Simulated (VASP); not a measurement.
# MgO (Periclase) (Fm-3m) in VASP: notebook

The runs below take MgO (Periclase) through single point, with PBEsol, LDA.

All numbers are computed with VASP 6.6.1; they aren't measurements. Logs are shortened: lines on timing, memory, paths and dates and some standing lists are left out, and cuts for length are marked.

**Measured values to compare with.**

“Electronic structure of alkaline earth and post-transition metal oxides”, 2009, arxiv:0908.1581 quotes, for a bulk crystal of MgO: band gap 7.83 eV.

The runs below are set against these values where they give the same quantity.

## 1. The cell of the first run

It takes space group Fm-3m (No. 225, cubic). Conventional cell: a = 4.214 Å, b = 4.214 Å, c = 4.214 Å, α = 90.00°, β = 90.00°, γ = 90.00°. Mg (site symmetry m-3m) has 6 O at 2.11 Å within 2.8 Å. Within 2.8 Å of O (site symmetry m-3m) lie 6 Mg at 2.11 Å.

## 2. Single point, PBEsol

The input, INCAR:

```
SYSTEM = MgO
ALGO = Normal ; EDIFF = 1E-7
ENCUT = 520 ; GGA = PS
ISIF = 2 ; ISMEAR = 0
LASPH = .True. ; LCHARG = .False.
LREAL = .False. ; LWAVE = .False.
NBANDS = 11 ; NELM = 60
PREC = Accurate ; SIGMA = 0.02
```

The input, KPOINTS:

```
k-points
0
Gamma
  10 10 10
  0 0 0
```

The input, POSCAR:

```
MgO
1.0
    0.0000000000      2.1071294990      2.1071294990
    2.1071294990      0.0000000000      2.1071294990
    2.1071294990      2.1071294990      0.0000000000
Mg O
1 1
Direct
    0.0000000000      0.0000000000      0.0000000000
    0.5000000000      0.5000000000      0.5000000000
```

Potentials or basis: VASP PAW PBE potentials, release 64 (Mg, O).

On the command line:

```sh
cat potpaw_PBE.64/Mg/POTCAR potpaw_PBE.64/O/POTCAR > POTCAR
mpirun -np 1 vasp_std > vasp.out
```

OUTCAR:

```text
SYSTEM = MgO
   EDIFF = 1E-7
   ENCUT = 520
   GGA = PS
   ISIF = 2
   ISMEAR = 0
   LASPH = .True.
   LREAL = .False.
   NELM = 60
   PREC = Accurate

 ion  position               nearest neighbor table
   1  0.000  0.000  0.000-   2 2.11   2 2.11   2 2.11   2 2.11   2 2.11   2 2.11
   2  0.500  0.500  0.500-   1 2.11   1 2.11   1 2.11   1 2.11   1 2.11   1 2.11

  LATTYP: Found a face centered cubic cell.
 ALAT       =     4.2142589980

  Lattice vectors:

 A1 = (   0.0000000000,   2.1071294990,   2.1071294990)
 A2 = (   2.1071294990,   0.0000000000,   2.1071294990)
 A3 = (   2.1071294990,   2.1071294990,   0.0000000000)

Analysis of symmetry for initial positions (statically):
[... 6 lines left out ...]

 Subroutine GETGRP returns: Found 48 space group operations
 (whereof 48 operations were pure point group operations)
 out of a pool of 48 trial point group operations.

The static configuration has the point symmetry O_h .

Analysis of symmetry for dynamics (positions and initial velocities):
[... 6 lines left out ...]

 Subroutine GETGRP returns: Found 48 space group operations
 (whereof 48 operations were pure point group operations)
 out of a pool of 48 trial point group operations.

The dynamic configuration has the point symmetry O_h .

 Subroutine INISYM returns: Found 48 space group operations
 (whereof 48 operations are pure point group operations),
 and found     1 'primitive' translations

----------------------------------------------------------------------------------------

                                     Primitive cell

  volume of cell :      18.7113

  direct lattice vectors                    reciprocal lattice vectors
     0.000000000  2.107129499  2.107129499    -0.237289640  0.237289640  0.237289640
     2.107129499  0.000000000  2.107129499     0.237289640 -0.237289640  0.237289640
     2.107129499  2.107129499  0.000000000     0.237289640  0.237289640 -0.237289640

  length of vectors
     2.979931115  2.979931115  2.979931115     0.410997712  0.410997712  0.410997712

  position of ions in fractional coordinates (direct lattice)
     0.000000000  0.000000000  0.000000000
     0.500000000  0.500000000  0.500000000

  ion indices of the primitive-cell ions
   primitive index   ion index
                 1           1
                 2           2

----------------------------------------------------------------------------------------

 KPOINTS: k-points

Automatic generation of k-mesh.
 Grid dimensions read from file:
 generate k-points for:   10   10   10

 Generating k-lattice:

  Cartesian coordinates                     Fractional coordinates (reciprocal lattice)
    -0.023728964  0.023728964  0.023728964     0.100000000  0.000000000  0.000000000
     0.023728964 -0.023728964  0.023728964     0.000000000  0.100000000  0.000000000
     0.023728964  0.023728964 -0.023728964     0.000000000  0.000000000  0.100000000

  Length of vectors
     0.041099771  0.041099771  0.041099771

  Shift w.r.t. Gamma in fractional coordinates (k-lattice)
     0.000000000  0.000000000  0.000000000

 Subroutine IBZKPT returns following result:
 ===========================================

 Found     47 irreducible k-points:

 Following reciprocal coordinates:
            Coordinates               Weight
  0.000000  0.000000  0.000000      1.000000
  0.100000  0.000000  0.000000      8.000000
  0.200000  0.000000  0.000000      8.000000
  0.300000  0.000000  0.000000      8.000000
  0.400000  0.000000  0.000000      8.000000
  0.500000  0.000000  0.000000      4.000000
[... 16 lines left out ...]
  0.300000  0.300000  0.000000      6.000000
  0.400000  0.300000  0.000000     24.000000
 [... further k-points ...]
   k-points           NKPTS =     47   k-points in BZ     NKDIM =     47   number of bands    NBANDS=     11
   number of dos      NEDOS =    301   number of ions     NIONS =      2
   total plane-waves  NPLWV =  13824
   dimension x,y,z NGX =    24 NGY =   24 NGZ =   24
   dimension x,y,z NGXF=    48 NGYF=   48 NGZF=   48
   ions per type =               1   1
   NGX,Y,Z   is equivalent  to a cutoff of  13.39, 13.39, 13.39 a.u.
   NGXF,Y,Z  is equivalent  to a cutoff of  26.78, 26.78, 26.78 a.u.
 SYSTEM =  MgO
   PREC   = accura    normal or accurate (medium, high low for compatibility)
   ISTART =      0    job   : 0-new  1-cont  2-samecut
   ICHARG =      2    charge: 1-file 2-atom 10-const
   ISPIN  =      1    spin polarized calculation?
   LNONCOLLINEAR =      F non collinear calculations
   LSORBIT =      F    spin-orbit coupling
   LASPH  =      T    aspherical Exc in radial PAW
   ENCUT  =  520.0 eV  38.22 Ry    6.18 a.u.   5.54  5.54  5.54*2*pi/ulx,y,z
   NELM   =     60;   NELMIN=  2; NELMDL= -5     # of ELM steps
   EDIFF  = 0.1E-06   stopping-criterion for ELM
   LREAL  =      F    real-space projection
   EDIFFG = 0.1E-05   stopping-criterion for IOM
   NSW    =      0    number of steps for IOM
   IBRION =     -1    ionic relax: 0-MD 1-quasi-New 2-CG
   NFREE  =      0    steps in history (QN), initial steepest desc. (CG)
   ISIF   =      2    stress and relaxation
   ISYM   =      2    0-nonsym 1-usesym 2-fastsym
   POTIM  = 0.5000    time-step for ionic-motion
   TEBEG  =    0.0;   TEEND  =   0.0 temperature during run
   PSTRESS=    0.0 pullay stress
   NELECT =       8.0000    total number of electrons
   NUPDOWN=      -1.0000    fix difference up-down
   EMIN   =  10.00;   EMAX   =-10.00  energy-range for DOS
   EFERMI =   0.00;   METHOD = LEGACY
   ISMEAR =     0;   SIGMA  =   0.02  broadening in eV -4-tet -1-fermi 0-gaus
   EFERMI_NEDOS =   21; number of points for ismear=-14 and -15
   IALGO  =     38    algorithm
   IMIX   =      4    mixing-type and parameters
     AMIX     =   0.40;   BMIX     =  1.00
     AMIX_MAG =   1.60;   BMIX_MAG =  1.00
  volume/ion in A,a.u.               =       9.36        63.14
  Fermi-wavevector in a.u.,A,eV,Ry     =   1.233304  2.330607 20.695001  1.521040
  Thomas-Fermi vector in A             =   2.368040
   LORBIT       =      0    0 simple, 1 ext, 2 COOP (PROOUT), +10 PAW based schemes
   GGA     = PS    functional components
   LHFCALC =     F    Hartree Fock is set to
   AEXX    =    0.0000 exact exchange contribution
   IVDW    =     0    specifies the selected vdW correction
   LEPSILON=     F    determine dielectric tensor
   LRPA    =     F    only Hartree local field effects (RPA)
 non-spin polarized calculation
 Gauss-broadening in eV      SIGMA  =   0.02
  energy-cutoff  :      520.00
  volume of cell :       18.71
 maximum number of plane-waves:       531
 NGX is ok and might be reduce to    24
   NGX = 11   NGY = 11   NGZ = 11

 number of electron       8.0000005 magnetization

 Free energy of the ion-electron system (eV)
  ---------------------------------------------------
  ext. energy  EPLUGINS =         0.00000000
  ---------------------------------------------------
  free energy    TOTEN  =       -12.51246704 eV

  energy without entropy =      -12.51246704  energy(sigma->0) =      -12.51246704

 E-fermi :   3.1473     XC(G=0): -11.3028

 val. band max:        3.0554698470   @ k =   0.0000   0.0000   0.0000
 cond. band min:       7.6747454125   @ k =   0.0000   0.0000   0.0000
 fundamental gap:      4.6192755655
 Fermi energy:         3.1473185970

 k-point     1 :       0.0000    0.0000    0.0000
  band No.  band energies     occupation
      1     -14.1423      2.00000
      2       3.0555      2.00000
      3       3.0555      2.00000
      4       3.0555      2.00000
      5       7.6747      0.00000
      6      18.6788      0.00000
      7      18.6788      0.00000
      8      18.6788      0.00000
      9      22.5173      0.00000
     10      24.3990      0.00000
     11      24.3990      0.00000

 k-point     2 :       0.1000    0.0000    0.0000
  band No.  band energies     occupation
      1     -14.0348      2.00000
      2       2.3922      2.00000
      3       2.9870      2.00000
      4       2.9870      2.00000
      5       8.3093      0.00000
      6      17.4178      0.00000
      7      18.9197      0.00000
      8      18.9197      0.00000
      9      23.6723      0.00000
     10      23.6723      0.00000
     11      24.1945      0.00000

 k-point     3 :       0.2000    0.0000    0.0000
  band No.  band energies     occupation
      1     -13.7389      2.00000
      2       1.0556      2.00000
      3       2.8135      2.00000
      4       2.8135      2.00000
      5       9.5025      0.00000
      6      15.9110      0.00000
      7      19.4088      0.00000
      8      19.4088      0.00000
      9      22.9768      0.00000
     10      22.9768      0.00000
     11      25.1519      0.00000

 k-point     4 :       0.3000    0.0000    0.0000
  band No.  band energies     occupation
      1     -13.3388      2.00000
      2      -0.2795      2.00000
      3       2.6098      2.00000
      4       2.6098      2.00000
      5      10.4170      0.00000
      6      15.2485      0.00000
      7      19.5360      0.00000
      8      19.5360      0.00000
      9      23.4089      0.00000
     10      23.4089      0.00000
     11      24.5546      0.00000
[... 239 lines left out ...]
 k-point    22 :      -0.2000    0.2000    0.0000
  band No.  band energies     occupation
      1     -13.2199      2.00000
      2      -0.0797      2.00000
      3       1.6977      2.00000
      4       2.6064      2.00000
      5      11.3886      0.00000
      6      14.7844      0.00000
      7      18.0322      0.00000
      8      20.7063      0.00000
      9      21.3545      0.00000
     10      24.2477      0.00000
     11      27.7235      0.00000

 k-point    23 :       0.3000    0.3000    0.0000
  band No.  band energies     occupation
      1     -13.1325      2.00000
      2      -0.1368      2.00000
      3       2.1066      2.00000
      4       2.1066      2.00000
      5      11.8063      0.00000
      6      13.2887      0.00000
      7      17.3459      0.00000
      8      20.8339      0.00000
      9      20.8339      0.00000
     10      27.0614      0.00000
     11      30.3156      0.00000

 k-point    24 :       0.4000    0.3000    0.0000
  band No.  band energies     occupation
      1     -12.8795      2.00000
      2      -0.5666      2.00000
      3       1.7346      2.00000
      4       1.9579      2.00000
      5      12.5073      0.00000
      6      13.0555      0.00000
      7      16.5185      0.00000
      8      21.0801      0.00000
      9      21.2842      0.00000
     10      27.7990      0.00000
     11      29.9172      0.00000

 [... further k-points ...]
[... 5 lines left out ...]
  --------------------------------------------------------------------------------------
  -------------------------------------------------------------------------------------
  Total       -0.0601052     -0.0601052     -0.0601052      0.0000000      0.0000000      0.0000000
  in kB       -5.1465837     -5.1465837     -5.1465837      0.0000000      0.0000000      0.0000000
  external PRESSURE =      -5.1465837 kB  Pullay stress =       0.0000000 kB

 VOLUME and BASIS-vectors are now :
 -----------------------------------------------------------------------------
  energy-cutoff  :      520.00
  volume of cell :       18.71
      direct lattice vectors                 reciprocal lattice vectors
     0.000000000  2.107129499  2.107129499    -0.237289640  0.237289640  0.237289640
     2.107129499  0.000000000  2.107129499     0.237289640 -0.237289640  0.237289640
     2.107129499  2.107129499  0.000000000     0.237289640  0.237289640 -0.237289640

 POSITION                                       TOTAL-FORCE (eV/Angst)
 -----------------------------------------------------------------------------------
      0.00000      0.00000      0.00000         0.000000     -0.000000      0.000000
      2.10713      2.10713      2.10713        -0.000000      0.000000      0.000000
 -----------------------------------------------------------------------------------
    total drift:                               -0.000000     -0.000000      0.000000

  FREE ENERGIE OF THE ION-ELECTRON SYSTEM (eV)
  ---------------------------------------------------
  free  energy   TOTEN  =       -12.5124670376 eV

  energy  without entropy=      -12.5124670376  energy(sigma->0) =      -12.51246704
```

Run time: 5.3 s. Hardware: 1 thread of Intel Xeon 6975P-C (Granite Rapids), shared host; peak memory 0.14 GiB.

What came out:

```yaml
Free_energy: -12.5125 eV
Pressure: -0.5 GPa
Band_gap_on_the_k_mesh: 4.62 eV, direct
```

Levels at points of the mesh, in eV from the valence-band top:
```csv
k point,band 2,band 3,band 4,band 5,band 6,band 7
"(0.00, 0.00, 0.00)",0.00,0.00,0.00,4.62,15.62,15.62
"(0.50, 0.00, 0.00)",-4.67,-0.66,-0.66,7.73,12.49,16.16
"(0.50, 0.50, 0.00)",-4.14,-1.36,-1.36,8.92,9.86,12.96
```

Caveat: the PAW data sets were made with another functional, which shifts forces and pressure a little.

## 3. Single point, LDA

The input, INCAR:

```
SYSTEM = MgO
PREC     = Accurate       ! precision mode
ENCUT    = 520            ! plane-wave cutoff, eV
EDIFF    = 1E-6           ! SCF threshold, eV
ISMEAR   = 0              ! smearing method
SIGMA    = 0.02           ! smearing width, eV
LREAL    = .False.        ! projectors in reciprocal space
LASPH    = .True.         ! aspherical terms in the spheres
NELM     = 100            ! most SCF steps
ALGO     = Normal         ! electronic algorithm
ISIF     = 2              ! what is computed and relaxed
LWAVE    = .False.        ! write WAVECAR
LCHARG   = .False.        ! write CHGCAR
GGA      = CA             ! functional
NBANDS   = 11             ! bands
```

The input, KPOINTS:

```
Automatic mesh
0
Gamma
  10 10 10
  0 0 0
```

POSCAR is that of step 2.

Potentials or basis: VASP PAW LDA potentials, release 64 (Mg, O).

On the command line:

```sh
cat potpaw_LDA.64/Mg/POTCAR potpaw_LDA.64/O/POTCAR > POTCAR
mpirun -np 1 vasp_std > vasp.out
```

OUTCAR:

```text
SYSTEM = MgO
   PREC = Accurate
   ENCUT = 520
   EDIFF = 1E-6
   ISMEAR = 0
   LREAL = .False.
   LASPH = .True.
   NELM = 100
   ISIF = 2
   GGA = CA

 ion  position               nearest neighbor table
   1  0.000  0.000  0.000-   2 2.11   2 2.11   2 2.11   2 2.11   2 2.11   2 2.11
   2  0.500  0.500  0.500-   1 2.11   1 2.11   1 2.11   1 2.11   1 2.11   1 2.11

  LATTYP: Found a face centered cubic cell.
 ALAT       =     4.2142589980

  Lattice vectors:

 A1 = (   0.0000000000,   2.1071294990,   2.1071294990)
 A2 = (   2.1071294990,   0.0000000000,   2.1071294990)
 A3 = (   2.1071294990,   2.1071294990,   0.0000000000)

Analysis of symmetry for initial positions (statically):
[... 6 lines left out ...]

 Subroutine GETGRP returns: Found 48 space group operations
 (whereof 48 operations were pure point group operations)
 out of a pool of 48 trial point group operations.

The static configuration has the point symmetry O_h .

Analysis of symmetry for dynamics (positions and initial velocities):
[... 6 lines left out ...]

 Subroutine GETGRP returns: Found 48 space group operations
 (whereof 48 operations were pure point group operations)
 out of a pool of 48 trial point group operations.

[... 152 lines left out ...]
 cond. band min:       7.5099473466   @ k =   0.0000   0.0000   0.0000
 fundamental gap:      4.6412611963
 Fermi energy:         2.9868678801

 k-point     1 :       0.0000    0.0000    0.0000
  band No.  band energies     occupation
      1     -14.1255      2.00000
      2       2.8687      2.00000
      3       2.8687      2.00000
      4       2.8687      2.00000
      5       7.5099      0.00000
      6      18.3855      0.00000
      7      18.3855      0.00000
      8      18.3855      0.00000
      9      22.4059      0.00000
     10      24.0472      0.00000
     11      24.0472      0.00000
[... 309 lines left out ...]
 k-point    24 :       0.4000    0.3000    0.0000
  band No.  band energies     occupation
      1     -12.8286      2.00000
      2      -0.7552      2.00000
      3       1.5415      2.00000
      4       1.7657      2.00000
      5      12.2437      0.00000
      6      12.8241      0.00000
      7      16.1756      0.00000
      8      20.7084      0.00000
      9      20.9189      0.00000
     10      27.4212      0.00000
     11      29.5305      0.00000

 [... further k-points ...]
[... 5 lines left out ...]
  --------------------------------------------------------------------------------------
  -------------------------------------------------------------------------------------
  Total       -0.9282339     -0.9282339     -0.9282339      0.0000000      0.0000000      0.0000000
  in kB      -79.4811866    -79.4811866    -79.4811866      0.0000000      0.0000000      0.0000000
  external PRESSURE =     -79.4811866 kB  Pullay stress =       0.0000000 kB

 VOLUME and BASIS-vectors are now :
 -----------------------------------------------------------------------------
  energy-cutoff  :      520.00
  volume of cell :       18.71
      direct lattice vectors                 reciprocal lattice vectors
     0.000000000  2.107129499  2.107129499    -0.237289640  0.237289640  0.237289640
     2.107129499  0.000000000  2.107129499     0.237289640 -0.237289640  0.237289640
     2.107129499  2.107129499  0.000000000     0.237289640  0.237289640 -0.237289640

 POSITION                                       TOTAL-FORCE (eV/Angst)
 -----------------------------------------------------------------------------------
      0.00000      0.00000      0.00000        -0.000000      0.000000      0.000000
      2.10713      2.10713      2.10713         0.000000      0.000000     -0.000000
 -----------------------------------------------------------------------------------
    total drift:                               -0.000000     -0.000000      0.000000

  FREE ENERGIE OF THE ION-ELECTRON SYSTEM (eV)
  ---------------------------------------------------
  free  energy   TOTEN  =       -13.4234484910 eV

  energy  without entropy=      -13.4234484910  energy(sigma->0) =      -13.42344849
```

OSZICAR:

```text
N       E                     dE             d eps       ncg     rms          rms(c)
DAV:   1     0.128724892751E+02    0.12872E+02   -0.46301E+03  1162   0.645E+02
DAV:   2    -0.143652575445E+02   -0.27238E+02   -0.26562E+02  1168   0.136E+02
DAV:   3    -0.149922179625E+02   -0.62696E+00   -0.62655E+00  1276   0.177E+01
DAV:   4    -0.149935225090E+02   -0.13045E-02   -0.13045E-02  1106   0.938E-01
DAV:   5    -0.149935262665E+02   -0.37575E-05   -0.37574E-05  1199   0.470E-02    0.704E+00
DAV:   6    -0.134876308865E+02    0.15059E+01   -0.87967E+00  1076   0.160E+01    0.225E+00
DAV:   7    -0.134480656446E+02    0.39565E-01   -0.67888E-02  1124   0.225E+00    0.129E+00
DAV:   8    -0.134239954075E+02    0.24070E-01   -0.32740E-02  1079   0.182E+00    0.239E-01
DAV:   9    -0.134236074136E+02    0.38799E-03   -0.44725E-04  1184   0.156E-01    0.141E-01
DAV:  10    -0.134234489511E+02    0.15846E-03   -0.41279E-04  1106   0.168E-01    0.568E-03
DAV:  11    -0.134234484910E+02    0.46014E-06   -0.42598E-06  1160   0.117E-02
   1 F= -.13423448E+02 E0= -.13423448E+02  d E =-.231817E-19
```

stdout:

```text
POSCAR found type information on POSCAR MgO
 POSCAR found :  2 types and       2 ions
 scaLAPACK will be used
 LDA part: xc-table for (Slater(with rela. corr.)+CA(PZ))
 , standard interpolation
 POSCAR, INCAR and KPOINTS ok, starting setup
 FFT: planning ... GRIDC
 FFT: planning ... GRID_SOFT
 FFT: planning ... GRID
 WAVECAR not read
 entering main loop
```

It took 3.5 s on 1 thread of Intel Xeon 6975P-C (Granite Rapids), shared host; peak memory 0.13 GiB.

What came out:

```
Free energy            : -13.4234 eV
Pressure               : -7.9 GPa
Band gap on the k mesh : 4.64 eV, direct
```

Levels at points of the mesh, in eV from the valence-band top:
| k point | band 2 | band 3 | band 4 | band 5 | band 6 | band 7 |
| --- | --- | --- | --- | --- | --- | --- |
| (0.00, 0.00, 0.00) | 0.00 | 0.00 | 0.00 | 4.64 | 15.52 | 15.52 |
| (0.50, 0.00, 0.00) | -4.69 | -0.66 | -0.66 | 7.72 | 12.38 | 15.98 |
| (0.50, 0.50, 0.00) | -4.15 | -1.37 | -1.37 | 8.89 | 9.68 | 12.88 |

## 4. Comparison with measurements

Step 2. A measured gap of MgO is 7.83 eV (quoted in “Electronic structure of alkaline earth and post-transition metal oxides”, 2009, arxiv:0908.1581); the calculated 4.62 eV misses it by -3.21 eV. The value is that of PBEsol, without temperature or zero-point motion. Semilocal functionals fall short of measured gaps as a rule.
